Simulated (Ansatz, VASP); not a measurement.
Two plane-wave programs on LaNb4O

```
CELL_PARAMETERS angstrom
0.00000 3.97336 3.97336
3.97336 0.00000 3.97336
3.97336 3.97336 0.00000
ATOMIC_POSITIONS crystal
La 0.75000 0.75000 0.75000
Nb 0.37927 0.37927 0.86218
Nb 0.86218 0.37927 0.37927
Nb 0.37927 0.37927 0.37927
Nb 0.37927 0.86218 0.37927
O 0.00000 0.00000 0.00000
```

Change from the starting cell: species swapped into the TmInCu4 type (F-43m, No. 216).

Alike in both runs: functional PBE; k mesh 4 × 4 × 4; occupations gaussian, width 0.1 eV; no spin polarisation.

Ansatz relaxed the structure, and its values are those at the end. VASP's run is a single point on that final structure, the one shown.

```csv
,VASP,Ansatz
version,VASP 6.6.1,Ansatz 0.2.0
potentials or method,"VASP PAW PBE potentials, release 64 (La, Nb_sv, O), cutoff 520 eV","scalar-relativistic, plane waves, PAW"
valence electrons in the cell,69,69
```

|  | VASP | Ansatz | Ansatz less VASP |
| --- | --- | --- | --- |
| gap on the k mesh at the Fermi level (eV) | none | none | - |
| pressure (GPa) | 0.1 | 0.2 | +0.10 |
| rms of the force components (eV/Å) | 0.012 | 0.013 | +0.0008 |

A gap of «none» marks a metal or a gap that the smearing closes. The functional is the same, so the differences come from potentials, cutoffs and numerics.

Neither program's run includes spin-orbit coupling.
